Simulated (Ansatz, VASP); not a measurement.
# Two plane-wave programs on PbSe3

INCAR

```
  ALGO = Normal
  EDIFF = 1E-7
  EDIFFG = -0.01
  ENCUT = 600
  GGA = PE
  IBRION = 2
  ISIF = 3
  ISMEAR = 0
  LASPH = T
  LCHARG = F
  LREAL = F
  LWAVE = F
  NELM = 60
  NSW = 100
  PREC = Accurate
  SIGMA = 0.1
```

Contents of KPOINTS:

```
k-points
0
Gamma
  10 10 10
```

POSCAR

```
PbSe3
1.0
    4.5942460906      0.0000000000      0.0000000000
    0.0000000000      4.5942460906      0.0000000000
    0.0000000000      0.0000000000      4.5942460906
Pb Se
1 3
Direct
    0.0000000000      0.0000000000      0.0000000000
    0.0000000000      0.5000000000      0.5000000000
    0.5000000000      0.0000000000      0.5000000000
    0.5000000000      0.5000000000      0.0000000000
```

Input for Ansatz:

```yaml
crystal:
  lattice:
    - [4.5942460906, 0.0, 0.0]
    - [0.0, 4.5942460906, 0.0]
    - [0.0, 0.0, 4.5942460906]
  atoms:
    - { symbol: Pb, position: [0.0, 0.0, 0.0] }
    - { symbol: Se, position: [0.0, 0.5, 0.5] }
    - { symbol: Se, position: [0.5, 0.0, 0.5] }
    - { symbol: Se, position: [0.5, 0.5, 0.0] }
basis:
  ecutwfc: 420
kpoints:
  mp_grid: { grid: [10, 10, 10] }
hamiltonian:
  xc: pbe
scf:
  occupations: { method: gaussian, width: 0.1 }
output:
  forces: true
  stress: true
  eigenvalues: true
relax:
  adjacent_minimum: "off"
  f_tol: 0.01
  max_steps: 80
  cell: { stress_tol: 0.05 }
```

Alike in both runs: task relaxation of cell and atoms; functional PBE; k mesh 10 × 10 × 10; occupations gaussian, width 0.1 eV; no spin polarisation.

|  | VASP | Ansatz |
| --- | --- | --- |
| version | VASP 6.6.1 | Ansatz 0.2.0 |
| potentials or method | VASP PAW PBE potentials, release 64 (Pb_d, Se), cutoff 600 eV | scalar-relativistic, plane waves, PAW |
| valence electrons in the cell | 32 | 62 |

|  | VASP | Ansatz | Ansatz less VASP |
| --- | --- | --- | --- |
| gap on the k mesh at the Fermi level, each at its own relaxed structure (eV) | none | none | - |
| relaxed volume (Å³/atom) | 24.24 | 24.24 | 0.000 |
| relaxed cell length with the largest relative difference (Å) | 4.594 | 4.594 | 0.0000 |

A gap of «none» marks a metal or a gap that the smearing closes. VASP's potentials hold 32 valence electrons a cell and Ansatz's 62, so a difference there can come from the potentials and not from the codes.

Neither program's run includes spin-orbit coupling. Noted on VASP's run: the relaxation stopped at its first step, so nothing moved.
